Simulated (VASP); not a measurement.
# N (P6/mmm) in VASP: single point with LDA

Aim: the single point of N with LDA.

Everything below comes from runs of VASP 6.6.1. Logs are shortened: lines on timing, memory, paths and dates and some standing lists are left out, and cuts for length are marked.

### 1 The cell of the first run

The structure is hexagonal, space group P6/mmm (No. 191). The conventional cell has a = 2.798 Å, b = 2.798 Å, c = 7.039 Å, α = 90.00°, β = 90.00°, γ = 120.00°. N (site symmetry 6/mmm) has 6 N at 2.80 Å within 3.7 Å.

### 2 Single point, LDA

Contents of INCAR:

```
PREC     = Accurate       # precision mode
ENCUT    = 520            # plane-wave cutoff, eV
EDIFF    = 1E-7           # SCF threshold, eV
ISMEAR   = 0              # smearing method
SIGMA    = 0.1            # smearing width, eV
LREAL    = False          # projectors in reciprocal space
LASPH    = True           # aspherical terms in the spheres
NELM     = 100            # most SCF steps
ALGO     = Normal         # electronic algorithm
ISIF     = 2              # what is computed and relaxed
LWAVE    = False          # write WAVECAR
LCHARG   = True           # write CHGCAR
GGA      = CA             # functional
LELF     = True           # ELF
LVHAR    = True         
NBANDS   = 8              # bands
```

Contents of KPOINTS:

```
regular mesh
0
Gamma
  9 9 4
```

Contents of POSCAR:

```
N
1.0
    2.7977934500      0.0000000000      0.0000000000
   -1.3988967300      2.4229602000      0.0000000000
    0.0000000000      0.0000000000      7.0393402400
N
1
Direct
    0.3333333333      0.6666666667      0.0000000000
```

Potentials or basis: VASP PAW LDA potentials, release 64 (N).

On the command line:

```
$ cat potpaw_LDA.64/N/POTCAR > POTCAR
$ mpirun -np 1 vasp_std > vasp.out
```

OUTCAR:

```text
PREC = Accurate
   ENCUT = 520
   EDIFF = 1E-7
   ISMEAR = 0
   LREAL = False
   LASPH = True
   NELM = 100
   ISIF = 2
   GGA = CA

 ion  position               nearest neighbor table
   1  0.333  0.667  0.000-

  LATTYP: Found a hexagonal cell.
 ALAT       =     2.7977934500
 C/A-ratio  =     2.5160328544

  Lattice vectors:

 A1 = (   2.7977934500,   0.0000000000,   0.0000000000)
 A2 = (  -1.3988967300,   2.4229602000,   0.0000000000)
 A3 = (   0.0000000000,   0.0000000000,   7.0393402400)

Analysis of symmetry for initial positions (statically):
=====================================================================
 Subroutine PRICEL returns:
 Original cell was already a primitive cell.

 Routine SETGRP: Setting up the symmetry group for a
 hexagonal supercell.

 Subroutine GETGRP returns: Found 24 space group operations
 (whereof 12 operations were pure point group operations)
 out of a pool of 24 trial point group operations.

The static configuration has the point symmetry D_3h.
 The point group associated with its full space group is D_6h.

Analysis of symmetry for dynamics (positions and initial velocities):
=====================================================================
 Subroutine PRICEL returns:
 Original cell was already a primitive cell.

 Routine SETGRP: Setting up the symmetry group for a
 hexagonal supercell.

 Subroutine GETGRP returns: Found 24 space group operations
 (whereof 12 operations were pure point group operations)
 out of a pool of 24 trial point group operations.

The dynamic configuration has the point symmetry D_3h.
 The point group associated with its full space group is D_6h.

 Subroutine INISYM returns: Found 24 space group operations
 (whereof 12 operations are pure point group operations),
 and found     1 'primitive' translations

----------------------------------------------------------------------------------------

                                     Primitive cell

  volume of cell :      47.7193

  direct lattice vectors                    reciprocal lattice vectors
     2.797793450  0.000000000  0.000000000     0.357424527  0.206359148  0.000000000
    -1.398896730  2.422960200  0.000000000     0.000000000  0.412718294  0.000000000
     0.000000000  0.000000000  7.039340240     0.000000000  0.000000000  0.142058768

  length of vectors
     2.797793450  2.797793451  7.039340240     0.412718294  0.412718294  0.142058768

[... 75 lines left out ...]
   LASPH  =      T    aspherical Exc in radial PAW
   ENCUT  =  520.0 eV  38.22 Ry    6.18 a.u.   5.20  5.20 13.09*2*pi/ulx,y,z
   NELM   =    100;   NELMIN=  2; NELMDL= -5     # of ELM steps
   EDIFF  = 0.1E-06   stopping-criterion for ELM
   LREAL  =      F    real-space projection
   EDIFFG = 0.1E-05   stopping-criterion for IOM
   NSW    =      0    number of steps for IOM
   IBRION =     -1    ionic relax: 0-MD 1-quasi-New 2-CG
   NFREE  =      0    steps in history (QN), initial steepest desc. (CG)
   ISIF   =      2    stress and relaxation
   ISYM   =      2    0-nonsym 1-usesym 2-fastsym
   POTIM  = 0.5000    time-step for ionic-motion
   TEBEG  =    0.0;   TEEND  =   0.0 temperature during run
   PSTRESS=    0.0 pullay stress
   NELECT =       5.0000    total number of electrons
   NUPDOWN=      -1.0000    fix difference up-down
   EMIN   =  10.00;   EMAX   =-10.00  energy-range for DOS
   EFERMI =   0.00;   METHOD = LEGACY
   ISMEAR =     0;   SIGMA  =   0.10  broadening in eV -4-tet -1-fermi 0-gaus
   EFERMI_NEDOS =   21; number of points for ismear=-14 and -15
   IALGO  =     38    algorithm
   IMIX   =      4    mixing-type and parameters
     AMIX     =   0.40;   BMIX     =  1.00
     AMIX_MAG =   1.60;   BMIX_MAG =  1.00
  volume/ion in A,a.u.               =      47.72       322.03
  Fermi-wavevector in a.u.,A,eV,Ry     =   0.771792  1.458475  8.104483  0.595663
  Thomas-Fermi vector in A             =   1.873286
   LORBIT       =      0    0 simple, 1 ext, 2 COOP (PROOUT), +10 PAW based schemes
   GGA     = CA    functional components
   LHFCALC =     F    Hartree Fock is set to
   AEXX    =    0.0000 exact exchange contribution
   IVDW    =     0    specifies the selected vdW correction
   LEPSILON=     F    determine dielectric tensor
   LRPA    =     F    only Hartree local field effects (RPA)
 non-spin polarized calculation
 Gauss-broadening in eV      SIGMA  =   0.10
  energy-cutoff  :      520.00
  volume of cell :       47.72
 maximum number of plane-waves:      1299
 NGX is ok and might be reduce to    24
   NGX = 11   NGY = 11   NGZ = 27

 number of electron       5.0000000 magnetization

 Free energy of the ion-electron system (eV)
  ---------------------------------------------------
  ext. energy  EPLUGINS =         0.00000000
  ---------------------------------------------------
  free energy    TOTEN  =        -2.22687523 eV

  energy without entropy =       -2.21043078  energy(sigma->0) =       -2.21865301

 E-fermi :  -5.9155     XC(G=0):  -4.5110

 val. band max:       -6.0791427887   @ k =   0.3333  -0.0000   0.0000
 cond. band min:      -5.9108941337   @ k =   0.2222  -0.0000   0.0000
 fundamental gap:      0.1682486550
 Fermi energy:        -5.9155250131

 k-point     1 :       0.0000    0.0000    0.0000
  band No.  band energies     occupation
      1     -18.4075      2.00000
      2      -6.9373      2.00000
      3      -4.3369      0.00000
      4      -4.3369      0.00000
      5       0.8522      0.00000
      6       3.7316      0.00000
      7       6.0735      0.00000
      8      11.2398      0.00000
[... 243 lines left out ...]
 k-point    24 :       0.3333    0.3333    0.2500
  band No.  band energies     occupation
      1     -16.7349      2.00000
      2      -6.9704      2.00000
      3      -6.9704      2.00000
      4      -5.6070      0.00001
      5       8.3831      0.00000
      6       8.3831      0.00000
      7       9.2862      0.00000
      8       9.2862      0.00000

 [... further k-points ...]
[... 5 lines left out ...]
  --------------------------------------------------------------------------------------
  -------------------------------------------------------------------------------------
  Total       -3.9479678     -3.9479678     -0.0175157      0.0000000      0.0000000      0.0000000
  in kB     -132.5532249   -132.5532247     -0.5880894      0.0000003      0.0000000      0.0000000
  external PRESSURE =     -88.5648463 kB  Pullay stress =       0.0000000 kB

 VOLUME and BASIS-vectors are now :
 -----------------------------------------------------------------------------
  energy-cutoff  :      520.00
  volume of cell :       47.72
      direct lattice vectors                 reciprocal lattice vectors
     2.797793450  0.000000000  0.000000000     0.357424527  0.206359148  0.000000000
    -1.398896730  2.422960200  0.000000000     0.000000000  0.412718294  0.000000000
     0.000000000  0.000000000  7.039340240     0.000000000  0.000000000  0.142058768

 POSITION                                       TOTAL-FORCE (eV/Angst)
 -----------------------------------------------------------------------------------
     -0.00000      1.61531      0.00000         0.000000      0.000000      0.000000
 -----------------------------------------------------------------------------------
    total drift:                                0.000000     -0.000000      0.000000

  FREE ENERGIE OF THE ION-ELECTRON SYSTEM (eV)
  ---------------------------------------------------
  free  energy   TOTEN  =        -2.2268752300 eV

  energy  without entropy=       -2.2104307849  energy(sigma->0) =       -2.21865301
```

OSZICAR:

```text
N       E                     dE             d eps       ncg     rms          rms(c)
DAV:   1     0.167554910707E+02    0.16755E+02   -0.18473E+03   576   0.406E+02
DAV:   2    -0.184267488774E+01   -0.18598E+02   -0.18410E+02   800   0.780E+01
DAV:   3    -0.227905264905E+01   -0.43638E+00   -0.42980E+00   608   0.153E+01
DAV:   4    -0.228130947711E+01   -0.22568E-02   -0.22560E-02   984   0.122E+00
DAV:   5    -0.228131028280E+01   -0.80569E-06   -0.80634E-06   624   0.139E-02    0.137E+00
DAV:   6    -0.223076210730E+01    0.50548E-01   -0.13388E-01   608   0.192E+00    0.441E-01
DAV:   7    -0.222623047234E+01    0.45316E-02   -0.23791E-02   728   0.839E-01    0.151E-01
DAV:   8    -0.222666018859E+01   -0.42972E-03   -0.16578E-04   688   0.994E-02    0.153E-02
DAV:   9    -0.222669356382E+01   -0.33375E-04   -0.21695E-06   760   0.973E-03    0.547E-03
DAV:  10    -0.222684199230E+01   -0.14843E-03   -0.43016E-05   624   0.178E-02    0.302E-03
DAV:  11    -0.222687527114E+01   -0.33279E-04   -0.12957E-05   616   0.100E-02    0.260E-03
DAV:  12    -0.222687522996E+01    0.41181E-07   -0.14879E-07   680   0.197E-03
   1 F= -.22268752E+01 E0= -.22186530E+01  d E =-.164444E-01
```

stdout:

```text
POSCAR found type information on POSCAR N
 POSCAR found :  1 types and       1 ions
 scaLAPACK will be used
 LDA part: xc-table for (Slater(with rela. corr.)+CA(PZ))
 , standard interpolation
 POSCAR, INCAR and KPOINTS ok, starting setup
 FFT: planning ... GRIDC
 FFT: planning ... GRID_SOFT
 FFT: planning ... GRID
 WAVECAR not read
 entering main loop
```

Run time: 19 s. Hardware: 1 thread of AMD EPYC 7R13, shared host; peak memory 0.12 GiB.

Results:

```
Free energy : -2.2269 eV
Pressure    : -8.9 GPa
```

Levels at points of the mesh, in eV from the Fermi level:
```csv
k point,band 1,band 2,band 3,band 4,band 5,band 6
"(0.00, 0.00, 0.00)",-12.49,-1.02,1.58,1.58,6.77,9.65
"(0.00, 0.00, 0.50)",-12.49,-1.03,1.58,1.58,7.44,8.27
```
